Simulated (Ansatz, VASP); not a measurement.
Two plane-wave programs on MgSe

```
CELL_PARAMETERS angstrom
0.00000 2.68430 2.68430
2.68430 0.00000 2.68430
2.68430 2.68430 0.00000
ATOMIC_POSITIONS crystal
Mg 0.00000 0.00000 0.00000
Se 0.50000 0.50000 0.50000
```

Alike in both runs: task single point; functional PBEsol; k mesh 10 × 10 × 10; occupations gaussian, width 0.02 eV; no spin polarisation.

```csv
,VASP,Ansatz
version,VASP 6.6.1,Ansatz 0.2.0
potentials or method,"VASP PAW PBE potentials, release 64 (Mg, Se), cutoff 600 eV","scalar-relativistic, plane waves, PAW"
valence electrons in the cell,8,26
```

```csv
,VASP,Ansatz,Ansatz less VASP
gap on the k mesh at the Fermi level (eV),1.83,1.85,+0.011
least direct gap on the mesh (eV),2.82,2.81,-0.004
pressure (GPa),3.2,3.2,+0.03
```

VASP's potentials were made for PBE, not for PBEsol. VASP's potentials hold 8 valence electrons a cell and Ansatz's 26, so a difference there can come from the potentials and not from the codes.
